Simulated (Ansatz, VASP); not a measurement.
# AlN in VASP and in Ansatz

Contents of INCAR:

```
SYSTEM = AlN
PREC = Accurate
ENCUT = 520
EDIFF = 1E-6
ISMEAR = 0
SIGMA = 0.02
LREAL = .False.
LASPH = .True.
NELM = 80
ALGO = Normal
ISIF = 2
LWAVE = .False.
LCHARG = .False.
GGA = PS
NBANDS = 11
```

The input KPOINTS:

```
regular mesh
0
Gamma
  10 10 10
  0 0 0
```

POSCAR

```
AlN
1.0
    0.0000000000      2.0345180000      2.0345180000
    2.0345180000      0.0000000000      2.0345180000
    2.0345180000      2.0345180000      0.0000000000
Al N
1 1
Direct
    0.5221182609      0.4778817391      0.5221182609
    0.0000000000      0.0000000000      0.0000000000
```

Input for Ansatz:

```yaml
crystal:
  lattice:
    - [0.0, 2.034518, 2.034518]
    - [2.034518, 0.0, 2.034518]
    - [2.034518, 2.034518, 0.0]
  atoms:
    - { symbol: Al, position: [0.5221182609, 0.4778817391, 0.5221182609] }
    - { symbol: "N", position: [0.0, 0.0, 0.0] }
basis:
  ecutwfc: 420
kpoints:
  mp_grid: { grid: [10, 10, 10] }
hamiltonian:
  xc: pbesol
scf:
  occupations: { method: gaussian, width: 0.02 }
output:
  forces: true
  stress: true
  eigenvalues: true
```

Change from the starting cell: one atom moved.

Alike in both runs: task single point; functional PBEsol; k mesh 10 × 10 × 10; occupations gaussian, width 0.02 eV; no spin polarisation.

|  | VASP | Ansatz |
| --- | --- | --- |
| version | VASP 6.6.1 | Ansatz 0.2.0 |
| potentials or method | VASP PAW PBE potentials, release 64 (Al, N), cutoff 520 eV | scalar-relativistic, plane waves, PAW |
| valence electrons in the cell | 8 | 8 |

```csv
,VASP,Ansatz,Ansatz less VASP
gap on the k mesh at the Fermi level (eV),4.35,4.36,+0.005
least direct gap on the mesh (eV),5.38,5.36,-0.019
pressure (GPa),-3.3,-3.2,+0.08
"traceless stress, the component that is largest in VASP (GPa)",3.11,3.07,-0.046
rms of the force components (eV/Å),0.371,0.367,-0.0038
```

VASP's potentials were made for PBE, not for PBEsol. Atom by atom the forces differ by 0.004 eV/Å (rms over components).
